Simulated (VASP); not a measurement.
Ga3AsP2: single point with PBE

The system is Ga3AsP2.

```
P Ga As
1.0
    -2.01265    6.03813    2.84660
     2.01265   -6.03813    2.84660
     2.01265    6.03813   -2.84660
P Ga As
2 3 1
Direct
  0.33289 0.00034 0.33255
  0.66779 0.00034 0.66745
  0.57277 0.74409 0.82868
  0.91541 0.74409 0.17132
  0.26195 0.76195 0.50000
  0.99919 0.99919 0.00000
```

This cell differs from its parent crystal: volume changed by +6%.

| Quantity | Value |
| --- | --- |
| Program | VASP 6.6.1 |
| Task | single point |
| Functional | PBE |
| Potentials or basis | VASP PAW PBE potentials, release 64 (P, Ga_d, As) |
| Cutoff | 520 eV |
| k mesh | 6 × 6 × 6 |
| Occupations | gaussian, width 0.01 eV |
| Spin | no spin polarisation |

```
Pressure               : -3.5 GPa
Largest force          : 0.028 eV/Å
Band gap on the k mesh : 0.59 eV, direct
```

Forces in eV/Å, atoms in the order of the input:
```
P    0.000 -0.006 -0.014
P    0.000  0.006 -0.014
Ga   0.000 -0.013  0.004
Ga   0.000  0.013  0.004
Ga   0.000  0.000 -0.007
As   0.000  0.000  0.028
```

Stress tensor (GPa, compression positive):
```
-3.49  0.00  0.00
 0.00 -3.56  0.00
 0.00  0.00 -3.59
```

Levels at points of the mesh, in eV from the valence-band top:
| k point | band 25 | band 26 | band 27 | band 28 | band 29 | band 30 |
| --- | --- | --- | --- | --- | --- | --- |
| (0.00, 0.00, 0.00) | -0.06 | -0.06 | 0.00 | 0.59 | 2.17 | 2.54 |
| (0.50, 0.00, 0.00) | -1.44 | -1.04 | -0.84 | 1.11 | 2.40 | 2.61 |
| (0.00, 0.50, 0.00) | -2.15 | -1.04 | -1.03 | 1.11 | 3.47 | 3.52 |
| (0.50, 0.50, 0.00) | -2.40 | -1.94 | -1.72 | 1.69 | 1.76 | 3.31 |
| (0.50, 0.50, 0.50) | -1.84 | -0.71 | -0.26 | 1.69 | 1.72 | 2.47 |

Run time: 8.4 min on 1 thread of Intel Xeon 6975P-C, with other jobs on the host, peak memory 0.52 GiB.
